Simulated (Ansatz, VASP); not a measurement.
AlN in VASP and in Ansatz

The input INCAR:

```
SYSTEM = AlN
  ALGO = Normal
  EDIFF = 1E-6
  ENCUT = 520
  GGA = PS
  ISIF = 2
  ISMEAR = 0
  LASPH = .True.
  LCHARG = .False.
  LREAL = .False.
  LWAVE = .False.
  NBANDS = 16
  NELM = 60
  PREC = Accurate
  SIGMA = 0.05
```

The input KPOINTS:

```
k-points
0
Gamma
  9 9 6
  0 0 0
```

Contents of POSCAR:

```
AlN
1.0
    3.4259489260      0.0000000000      0.0000000000
   -1.7129744630      2.9669588020      0.0000000000
    0.0000000000      0.0000000000      4.0292585318
Al N
2 2
Direct
    0.3333333333      0.6666666667      0.7500000000
    0.6666666667      0.3333333333      0.2500000000
    0.3333333333      0.6666666667      0.2500000000
    0.6666666667      0.3333333333      0.7500000000
```

Input for Ansatz:

```yaml
crystal:
  lattice:
    - [3.425948926, 0.0, 0.0]
    - [-1.712974463, 2.966958802, 0.0]
    - [0.0, 0.0, 4.0292585318]
  atoms:
    - { symbol: Al, position: [0.3333333333, 0.6666666667, 0.75] }
    - { symbol: Al, position: [0.6666666667, 0.3333333333, 0.25] }
    - { symbol: "N", position: [0.3333333333, 0.6666666667, 0.25] }
    - { symbol: "N", position: [0.6666666667, 0.3333333333, 0.75] }
basis:
  ecutwfc: 520.0
kpoints:
  mp_grid: { grid: [9, 9, 6] }
hamiltonian:
  xc: pbesol
  pseudopotentials: { kind: paw, azcp: { folder: soft_1 } }
scf:
  occupations: { method: gaussian, width: 0.05 }
output:
  forces: true
  stress: true
  eigenvalues: true
```

Alike in both runs: task single point; functional PBEsol; k mesh 9 × 9 × 6; occupations gaussian, width 0.05 eV; no spin polarisation.

```csv
,VASP,Ansatz
version,VASP 6.6.1,Ansatz 0.2.0
potentials or method,"VASP PAW PBE potentials, release 64 (Al, N), cutoff 520 eV","scalar-relativistic, plane waves, PAW"
valence electrons in the cell,16,16
```

Ansatz gave:

```
gap on the k mesh at the Fermi level (eV)                     : 3.20
least direct gap on the mesh (eV)                             : 3.20
pressure (GPa)                                                : -9.2
traceless stress, the component that is largest in VASP (GPa) : 7.95
```

Task: What did VASP give for the same quantities?

Result: gap on the k mesh at the Fermi level (eV): 3.21; least direct gap on the mesh (eV): 3.21; pressure (GPa): -9.2; traceless stress, the component that is largest in VASP (GPa): 8.04.

VASP's potentials were made for PBE, not for PBEsol, and Ansatz warns of the same on its side. With one functional, cell and mesh, what is left measures potentials, basis and numerics.
